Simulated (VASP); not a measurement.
# CuS3 (P4/mmm) in VASP: a series of runs

The runs below take CuS3 through single point, with PBE.

Program: VASP 6.6.1. These are calculated values, not measurements. Logs are shortened: lines on timing, memory, paths and dates and some standing lists are left out, and cuts for length are marked.

**1. The cell of the first run**

It takes space group P4/mmm (No. 123, tetragonal). The conventional cell has a = 4.660 Å, b = 4.660 Å, c = 2.937 Å, α = 90.00°, β = 90.00°, γ = 90.00°. Within 3.7 Å of Cu (site symmetry 4/mmm) lie 16 S at 2.75 to 3.61 Å and 2 Cu at 2.94 Å. Within 3.1 Å of S (site symmetry mmm) lie 4 S at 2.33 to 2.94 Å and 4 Cu at 2.75 Å. S (site symmetry 4/mmm) has 6 S at 2.33 to 2.94 Å within 3.1 Å.

**2. Single point, PBE**

The input, INCAR:

```
ALGO = Normal ; EDIFF = 1E-6
ENCUT = 520 ; GGA = PE
ISIF = 2 ; ISMEAR = 0
LASPH = True ; LCHARG = True
LELF = True ; LREAL = False
LVHAR = True ; LWAVE = False
NBANDS = 39 ; NELM = 100
PREC = Accurate ; SIGMA = 0.2
```

The input, KPOINTS:

```
k-points
0
Gamma
  6 6 4
```

The input, POSCAR:

```
CuS3
1.0
    4.6602739680      0.0000000000      0.0000000000
    0.0000000000      4.6602739680      0.0000000000
    0.0000000000      0.0000000000      5.8747545648
Cu S
2 6
Direct
    0.5000000000      0.5000000000      0.2500000000
    0.5000000000      0.5000000000      0.7500000000
    0.0000000000      0.5000000000      0.0000000000
    0.0000000000      0.5000000000      0.5000000000
    0.5000000000      0.0000000000      0.0000000000
    0.5000000000      0.0000000000      0.5000000000
    1.0000000000      0.0000000000      0.0000000000
    1.0000000000      0.0000000000      0.5000000000
```

Potentials or basis: VASP PAW PBE potentials, release 64 (Cu, S).

Command:

```
$ cat potpaw_PBE.64/Cu/POTCAR potpaw_PBE.64/S/POTCAR > POTCAR
$ mpirun -np 1 vasp_std > vasp.out
```

OUTCAR:

```text
EDIFF = 1E-6
   ENCUT = 520
   GGA = PE
   ISIF = 2
   ISMEAR = 0
   LASPH = True
   LREAL = False
   NELM = 100
   PREC = Accurate

 ion  position               nearest neighbor table
   1  0.500  0.500  0.250-   3 2.75   4 2.75   5 2.75   6 2.75   5 2.75   6 2.75   3 2.75   4 2.75

   2  0.500  0.500  0.750-   3 2.75   4 2.75   5 2.75   6 2.75   5 2.75   6 2.75   3 2.75   4 2.75

   3  0.000  0.500  0.000-   7 2.33   7 2.33   1 2.75   2 2.75   1 2.75   2 2.75
   4  0.000  0.500  0.500-   8 2.33   8 2.33   1 2.75   2 2.75   1 2.75   2 2.75
   5  0.500  0.000  0.000-   7 2.33   7 2.33   1 2.75   1 2.75   2 2.75   2 2.75
   6  0.500  0.000  0.500-   8 2.33   8 2.33   1 2.75   1 2.75   2 2.75   2 2.75
   7  0.000  0.000  0.000-   3 2.33   5 2.33   3 2.33   5 2.33
   8  0.000  0.000  0.500-   4 2.33   6 2.33   4 2.33   6 2.33

  LATTYP: Found a simple tetragonal cell.
 ALAT       =     4.6602739680
 C/A-ratio  =     1.2606028326

  Lattice vectors:

 A1 = (   4.6602739680,   0.0000000000,   0.0000000000)
 A2 = (   0.0000000000,   4.6602739680,   0.0000000000)
 A3 = (   0.0000000000,   0.0000000000,   5.8747545648)

Analysis of symmetry for initial positions (statically):
=====================================================================
 Subroutine PRICEL returns following result:

  LATTYP: Found a simple tetragonal cell.
 ALAT       =     4.6602739680
 C/A-ratio  =     0.6303014163

  Lattice vectors:

 A1 = (   4.6602739680,   0.0000000000,   0.0000000000)
 A2 = (   0.0000000000,   4.6602739680,   0.0000000000)
 A3 = (   0.0000000000,   0.0000000000,   2.9373772824)

   2 primitive cells build up your supercell.

 Routine SETGRP: Setting up the symmetry group for a
 simple tetragonal supercell.

 Subroutine GETGRP returns: Found 16 space group operations
 (whereof 16 operations were pure point group operations)
 out of a pool of 16 trial point group operations.

The static configuration has the point symmetry D_4h.

Analysis of symmetry for dynamics (positions and initial velocities):
=====================================================================
 Subroutine PRICEL returns following result:

  LATTYP: Found a simple tetragonal cell.
 ALAT       =     4.6602739680
 C/A-ratio  =     0.6303014163

  Lattice vectors:

 A1 = (   4.6602739680,   0.0000000000,   0.0000000000)
 A2 = (   0.0000000000,   4.6602739680,   0.0000000000)
 A3 = (   0.0000000000,   0.0000000000,   2.9373772824)

   2 primitive cells build up your supercell.

 Routine SETGRP: Setting up the symmetry group for a
 simple tetragonal supercell.

 Subroutine GETGRP returns: Found 16 space group operations
 (whereof 16 operations were pure point group operations)
 out of a pool of 16 trial point group operations.

The dynamic configuration has the point symmetry D_4h.

 Subroutine INISYM returns: Found 16 space group operations
 (whereof 16 operations are pure point group operations),
 and found     2 'primitive' translations

----------------------------------------------------------------------------------------

                                     Primitive cell

  volume of cell :      63.7944

  direct lattice vectors                    reciprocal lattice vectors
     4.660273968  0.000000000  0.000000000     0.214579659  0.000000000  0.000000000
     0.000000000  4.660273968  0.000000000     0.000000000  0.214579659  0.000000000
     0.000000000  0.000000000  2.937377282     0.000000000  0.000000000  0.340439754

  length of vectors
     4.660273968  4.660273968  2.937377282     0.214579659  0.214579659  0.340439754

  position of ions in fractional coordinates (direct lattice)
     0.500000000  0.500000000  0.500000000
     0.000000000  0.500000000  0.000000000
     0.500000000  0.000000000  0.000000000
     0.000000000  0.000000000  0.000000000

  ion indices of the primitive-cell ions
   primitive index   ion index
                 1           1
                 2           3
                 3           5
                 4           7

----------------------------------------------------------------------------------------

 KPOINTS: k-points

Automatic generation of k-mesh.
 Grid dimensions read from file:
 generate k-points for:    6    6    4

 Generating k-lattice:

  Cartesian coordinates                     Fractional coordinates (reciprocal lattice)
     0.035763277  0.000000000  0.000000000     0.166666667  0.000000000  0.000000000
     0.000000000  0.035763277  0.000000000     0.000000000  0.166666667  0.000000000
     0.000000000  0.000000000  0.042554969     0.000000000  0.000000000  0.250000000

  Length of vectors
     0.035763277  0.035763277  0.042554969

  Shift w.r.t. Gamma in fractional coordinates (k-lattice)
     0.000000000  0.000000000  0.000000000

 Subroutine IBZKPT returns following result:
 ===========================================

 Found     30 irreducible k-points:

 Following reciprocal coordinates:
            Coordinates               Weight
  0.000000  0.000000  0.000000      1.000000
  0.166667  0.000000  0.000000      4.000000
  0.333333  0.000000  0.000000      4.000000
  0.500000  0.000000  0.000000      2.000000
  0.166667  0.166667  0.000000      4.000000
  0.333333  0.166667  0.000000      8.000000
[... 16 lines left out ...]
  0.333333  0.000000  0.500000      4.000000
  0.500000  0.000000  0.500000      2.000000
 [... further k-points ...]
   k-points           NKPTS =     30   k-points in BZ     NKDIM =     30   number of bands    NBANDS=     39
   number of dos      NEDOS =    301   number of ions     NIONS =      8
   total plane-waves  NPLWV =  62208
   dimension x,y,z NGX =    36 NGY =   36 NGZ =   48
   dimension x,y,z NGXF=    72 NGYF=   72 NGZF=   96
   ions per type =               2   6
   NGX,Y,Z   is equivalent  to a cutoff of  12.84, 12.84, 13.58 a.u.
   NGXF,Y,Z  is equivalent  to a cutoff of  25.68, 25.68, 27.17 a.u.
 SYSTEM =  unknown system
   PREC   = accura    normal or accurate (medium, high low for compatibility)
   ISTART =      0    job   : 0-new  1-cont  2-samecut
   ICHARG =      2    charge: 1-file 2-atom 10-const
   ISPIN  =      1    spin polarized calculation?
   LNONCOLLINEAR =      F non collinear calculations
   LSORBIT =      F    spin-orbit coupling
   LASPH  =      T    aspherical Exc in radial PAW
   ENCUT  =  520.0 eV  38.22 Ry    6.18 a.u.   8.67  8.67 10.92*2*pi/ulx,y,z
   NELM   =    100;   NELMIN=  2; NELMDL= -5     # of ELM steps
   EDIFF  = 0.1E-05   stopping-criterion for ELM
   LREAL  =      F    real-space projection
   EDIFFG = 0.1E-04   stopping-criterion for IOM
   NSW    =      0    number of steps for IOM
   IBRION =     -1    ionic relax: 0-MD 1-quasi-New 2-CG
   NFREE  =      0    steps in history (QN), initial steepest desc. (CG)
   ISIF   =      2    stress and relaxation
   ISYM   =      2    0-nonsym 1-usesym 2-fastsym
   POTIM  = 0.5000    time-step for ionic-motion
   TEBEG  =    0.0;   TEEND  =   0.0 temperature during run
   PSTRESS=    0.0 pullay stress
   NELECT =      58.0000    total number of electrons
   NUPDOWN=      -1.0000    fix difference up-down
   EMIN   =  10.00;   EMAX   =-10.00  energy-range for DOS
   EFERMI =   0.00;   METHOD = LEGACY
   ISMEAR =     0;   SIGMA  =   0.20  broadening in eV -4-tet -1-fermi 0-gaus
   EFERMI_NEDOS =   21; number of points for ismear=-14 and -15
   IALGO  =     38    algorithm
   IMIX   =      4    mixing-type and parameters
     AMIX     =   0.40;   BMIX     =  1.00
     AMIX_MAG =   1.60;   BMIX_MAG =  1.00
  volume/ion in A,a.u.               =      15.95       107.63
  Fermi-wavevector in a.u.,A,eV,Ry     =   1.258771  2.378732 21.558481  1.584504
  Thomas-Fermi vector in A             =   2.392364
   LORBIT       =      0    0 simple, 1 ext, 2 COOP (PROOUT), +10 PAW based schemes
   GGA     = PE    functional components
   LHFCALC =     F    Hartree Fock is set to
   AEXX    =    0.0000 exact exchange contribution
   IVDW    =     0    specifies the selected vdW correction
   LEPSILON=     F    determine dielectric tensor
   LRPA    =     F    only Hartree local field effects (RPA)
 non-spin polarized calculation
 Gauss-broadening in eV      SIGMA  =   0.20
  energy-cutoff  :      520.00
  volume of cell :      127.59
 maximum number of plane-waves:      3466
 NGX is ok and might be reduce to    36

 number of electron      58.0000001 magnetization

 Free energy of the ion-electron system (eV)
  ---------------------------------------------------
  ext. energy  EPLUGINS =         0.00000000
  ---------------------------------------------------
  free energy    TOTEN  =       -28.68017725 eV

  energy without entropy =      -28.57766644  energy(sigma->0) =      -28.62892184

 E-fermi :   6.7493     XC(G=0): -10.9428

 val. band max:        6.7419989054   @ k =   0.3333   0.1667   0.2500
 cond. band min:       6.7661508553   @ k =   0.5000   0.3333   0.0000
 fundamental gap:      0.0241519499
 Fermi energy:         6.7492809342

 k-point     1 :       0.0000    0.0000    0.0000
  band No.  band energies     occupation
      1      -9.9272      2.00000
      2      -8.5923      2.00000
      3      -6.2010      2.00000
      4      -4.8281      2.00000
      5      -3.6431      2.00000
      6      -2.1524      2.00000
[... 31 lines left out ...]
     38      12.4503      0.00000
     39      12.5335      0.00000

 k-point     2 :       0.1667    0.0000    0.0000
  band No.  band energies     occupation
      1      -9.7938      2.00000
      2      -8.4684      2.00000
      3      -6.4384      2.00000
      4      -5.0751      2.00000
      5      -4.1343      2.00000
      6      -2.7166      2.00000
[... 31 lines left out ...]
     38      12.1557      0.00000
     39      12.5629      0.00000

 k-point     3 :       0.3333    0.0000    0.0000
  band No.  band energies     occupation
      1      -9.4450      2.00000
      2      -8.1512      2.00000
      3      -7.0838      2.00000
      4      -5.6965      2.00000
      5      -4.5139      2.00000
      6      -3.1791      2.00000
[... 31 lines left out ...]
     38      12.5503      0.00000
     39      13.0667      0.00000

 k-point     4 :       0.5000    0.0000    0.0000
  band No.  band energies     occupation
      1      -9.1821      2.00000
      2      -7.9240      2.00000
      3      -7.5115      2.00000
      4      -6.0849      2.00000
      5      -4.5849      2.00000
      6      -3.2949      2.00000
[... 31 lines left out ...]
     38      12.5600      0.00000
     39      13.0148      0.00000
[... 754 lines left out ...]
     38      12.3729      0.00000
     39      12.7380      0.00000

 k-point    23 :       0.3333    0.0000    0.5000
  band No.  band energies     occupation
      1      -8.8810      2.00000
      2      -8.8810      2.00000
      3      -6.4892      2.00000
      4      -6.4892      2.00000
      5      -3.9412      2.00000
      6      -3.9412      2.00000
[... 31 lines left out ...]
     38      12.9460      0.00000
     39      13.4226      0.00000

 k-point    24 :       0.5000    0.0000    0.5000
  band No.  band energies     occupation
      1      -8.6315      2.00000
      2      -8.6315      2.00000
      3      -6.9020      2.00000
      4      -6.9020      2.00000
      5      -4.0273      2.00000
      6      -4.0273      2.00000
[... 31 lines left out ...]
     38      13.4485      0.00000
     39      13.9049      0.00000

 [... further k-points ...]

------------------------ aborting loop because EDIFF is reached ----------------------------------------

  FORCE on cell =-STRESS in cart. coord.  units (eV):
  Direction    XX          YY          ZZ          XY          YZ          ZX
  --------------------------------------------------------------------------------------
  -------------------------------------------------------------------------------------
  Total       -0.1022271     -0.1022271      0.4072220      0.0000000      0.0000000      0.0000000
  in kB       -1.2837012     -1.2837012      5.1136286      0.0000000      0.0000000      0.0000000
  external PRESSURE =       0.8487421 kB  Pullay stress =       0.0000000 kB

 VOLUME and BASIS-vectors are now :
 -----------------------------------------------------------------------------
  energy-cutoff  :      520.00
  volume of cell :      127.59
      direct lattice vectors                 reciprocal lattice vectors
     4.660273968  0.000000000  0.000000000     0.214579659  0.000000000  0.000000000
     0.000000000  4.660273968  0.000000000     0.000000000  0.214579659  0.000000000
     0.000000000  0.000000000  5.874754565     0.000000000  0.000000000  0.170219877

 POSITION                                       TOTAL-FORCE (eV/Angst)
 -----------------------------------------------------------------------------------
      2.33014      2.33014      1.46869         0.000000      0.000000     -0.000000
      2.33014      2.33014      4.40607        -0.000000      0.000000      0.000000
      0.00000      2.33014      0.00000        -0.000000     -0.000000      0.000000
      0.00000      2.33014      2.93738        -0.000000     -0.000000      0.000000
      2.33014      0.00000      0.00000        -0.000000     -0.000000      0.000000
      2.33014      0.00000      2.93738        -0.000000     -0.000000      0.000000
      0.00000      0.00000      0.00000        -0.000000     -0.000000      0.000000
      0.00000      0.00000      2.93738        -0.000000     -0.000000      0.000000
 -----------------------------------------------------------------------------------
    total drift:                                0.000000      0.000000      0.000000

  FREE ENERGIE OF THE ION-ELECTRON SYSTEM (eV)
  ---------------------------------------------------
  free  energy   TOTEN  =       -28.6801772508 eV

  energy  without entropy=      -28.5776664357  energy(sigma->0) =      -28.62892184
```

It took 2.3 min on 1 thread of AMD EPYC 9R45 (Zen 5), shared host; peak memory 0.27 GiB.

Results:

```
Free energy            : -28.6802 eV
Pressure               : 0.1 GPa
Band gap on the k mesh : zero (bands 29 and 30 overlap by 2.03 eV)
```

Stress tensor (GPa, compression positive):
```
-0.13  0.00  0.00
 0.00 -0.13  0.00
 0.00  0.00  0.51
```

Levels at points of the mesh, in eV from the Fermi level:
```
           k point  band 26  band 27  band 28  band 29  band 30  band 31  band 32  band 33
(0.00, 0.00, 0.00)    -1.11     0.14     0.14     0.39     1.09     2.65     2.71     2.71
(0.50, 0.00, 0.00)    -1.25    -0.61    -0.42    -0.38    -0.19     0.49     2.26     3.08
(0.50, 0.50, 0.00)    -0.65    -0.65    -0.13    -0.11     0.34     0.35     0.58     0.78
(0.00, 0.00, 0.50)    -1.01    -0.78    -0.78    -0.14    -0.14     1.66     1.66     4.93
(0.50, 0.00, 0.50)    -1.26    -1.21    -1.21    -0.87    -0.87    -0.23    -0.23     4.27
(0.50, 0.50, 0.50)    -1.86    -0.99    -0.99    -0.99    -0.99     0.17     0.17     0.26
```

With open d or f shells a metallic result of PBE can be an artefact of self-interaction; +U or a hybrid may open a gap.

**3. Single point, PBE, collinear spin**

This run uses another cell than the first one: it holds 4 atoms, not 8.

The input, INCAR:

```
SYSTEM = CuS3
PREC = Accurate
ENCUT = 520
EDIFF = 1E-7
ISMEAR = 0
SIGMA = 0.1
LREAL = .FALSE.
LASPH = .TRUE.
NELM = 150
ALGO = Normal
ISIF = 2
LWAVE = .FALSE.
LCHARG = .TRUE.
ISPIN = 2
MAGMOM = 1 0 0 0
LORBIT = 11
LMAXMIX = 4
GGA = PE
LELF = .TRUE.
LVHAR = .TRUE.
NBANDS = 26
```

The input, KPOINTS:

```
Automatic mesh
0
G
  4 4 6
  0 0 0
```

The input, POSCAR:

```
CuS3
1.0
    4.7139196594      0.0000000000      0.0000000000
    0.0000000000      4.7139196594      0.0000000000
    0.0000000000      0.0000000000      2.8590332247
Cu S
1 3
Direct
    0.5000000000      0.5000000000      0.5000000000
    0.0000000000      0.5000000000      0.0000000000
    0.5000000000      0.0000000000      0.0000000000
    0.0000000000      0.0000000000      0.0000000000
```

Potentials or basis: VASP PAW PBE potentials, release 64 (Cu, S).

Command:

```
$ cat potpaw_PBE.64/Cu/POTCAR potpaw_PBE.64/S/POTCAR > POTCAR
$ mpirun -np 1 vasp_std > vasp.out
```

Run time: 69 s. Hardware: 1 thread of AMD EPYC 9R45 (Zen 5), shared host; peak memory 0.2 GiB.

Results (log left out):

| Item | Value |
| --- | --- |
| Free energy | -14.3212 eV |
| Pressure | -0.1 GPa |
| Net moment | 0.00 μB per cell |
| Valence electrons inside the program's atomic spheres | Cu 9.72; S 3.56, 3.54 (each value once) |

Stress tensor (GPa, compression positive):
```
-0.04  0.00  0.00
 0.00 -0.04  0.00
 0.00  0.00 -0.16
```

Levels at points of the mesh, in eV from the Fermi level:
Spin up:
| k point | band 11 | band 12 | band 13 | band 14 | band 15 | band 16 | band 17 | band 18 | band 19 | band 20 |
| --- | --- | --- | --- | --- | --- | --- | --- | --- | --- | --- |
| (0.00, 0.00, 0.00) | -1.84 | -1.84 | -0.70 | 0.23 | 1.53 | 2.92 | 4.41 | 5.32 | 5.32 | 6.44 |
| (0.50, 0.00, 0.00) | -1.84 | -1.83 | -1.34 | 0.03 | 1.00 | 2.56 | 4.34 | 5.34 | 6.11 | 7.65 |
| (0.50, 0.50, 0.00) | -1.88 | -1.88 | -0.31 | 0.29 | 0.74 | 1.32 | 1.32 | 5.32 | 5.32 | 5.70 |
| (0.00, 0.00, 0.50) | -1.95 | -1.27 | -1.20 | 0.16 | 0.16 | 2.70 | 2.70 | 3.30 | 5.78 | 5.90 |
| (0.50, 0.00, 0.50) | -2.06 | -2.02 | -1.36 | -0.57 | -0.38 | -0.16 | 3.12 | 4.35 | 4.47 | 6.03 |
| (0.50, 0.50, 0.50) | -1.98 | -1.88 | -1.60 | -0.63 | -0.63 | -0.13 | 0.52 | 0.98 | 8.06 | 8.92 |
Spin down:
```
           k point  band 13  band 14  band 15  band 16  band 17  band 18
(0.00, 0.00, 0.00)    -0.70     0.23     1.53     2.92     4.41     5.32
(0.50, 0.00, 0.00)    -1.34     0.03     1.00     2.56     4.34     5.34
(0.50, 0.50, 0.00)    -0.31     0.29     0.74     1.32     1.32     5.32
(0.00, 0.00, 0.50)    -1.20     0.16     0.16     2.70     2.70     3.30
(0.50, 0.00, 0.50)    -1.36    -0.57    -0.38    -0.16     3.12     4.35
(0.50, 0.50, 0.50)    -1.60    -0.63    -0.63    -0.13     0.52     0.98
```

Caveat: the k points lie up to 0.37 Å⁻¹ apart.
